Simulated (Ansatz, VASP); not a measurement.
One calculation of YSb, two programs

File INCAR:

```
SYSTEM = YSb
ALGO = Normal
EDIFF = 1E-6
ENCUT = 520
GGA = CA
ISIF = 2
ISMEAR = -1
LASPH = .TRUE.
LCHARG = .TRUE.
LELF = .TRUE.
LREAL = .FALSE.
LVHAR = .TRUE.
LWAVE = .FALSE.
NBANDS = 15
NELM = 80
PREC = Accurate
SIGMA = 0.1
```

KPOINTS

```
k-points
0
G
  12 12 12
  0 0 0
```

The input POSCAR:

```
YSb
1.0
    0.0000000000      2.9415883994      2.9415883994
    2.9415883994      0.0000000000      2.9415883994
    2.9415883994      2.9415883994      0.0000000000
Y Sb
1 1
Direct
    0.0000000000      0.0000000000      0.0000000000
    0.2500000000      0.2500000000      0.2500000000
```

Input for Ansatz:

```yaml
crystal:
  lattice:
    - [0.0, 2.9415883994, 2.9415883994]
    - [2.9415883994, 0.0, 2.9415883994]
    - [2.9415883994, 2.9415883994, 0.0]
  atoms:
    - { symbol: "Y", position: [0.0, 0.0, 0.0] }
    - { symbol: Sb, position: [0.25, 0.25, 0.25] }
kpoints:
  mp_grid: { grid: [12, 12, 12] }
scf:
  occupations: { method: fermi_dirac, width: 0.1 }
hamiltonian:
  xc: lda
  pseudopotentials: { kind: all_electron, lapw: { basis_error: 0.001 } }
output:
  forces: true
  stress: true
  eigenvalues: true
  populations: true
```

Change from the starting cell: volume scaled by 0.65, LAPW.

Alike in both runs: task single point; functional LDA; k mesh 12 × 12 × 12; occupations fermi-dirac, width 0.1 eV; no spin polarisation.

|  | VASP | Ansatz |
| --- | --- | --- |
| version | VASP 6.6.1 | Ansatz 0.2.0 |
| potentials or method | VASP PAW LDA potentials, release 64 (Y_sv, Sb), cutoff 520 eV | all-electron LAPW, scalar-relativistic |

VASP gave:

| Item | Value |
| --- | --- |
| pressure (GPa) | 41.1 |

Estimate Ansatz's values.

pressure (GPa): 41.2.

LDA's correlation is that of Perdew and Zunger in VASP and of Perdew and Wang (1992) in Ansatz. Both programs put the cell under a high pressure, so it lies far from rest at this level. Ansatz ran all-electron here, and VASP with PAW potentials.

Spin-orbit coupling is off throughout.
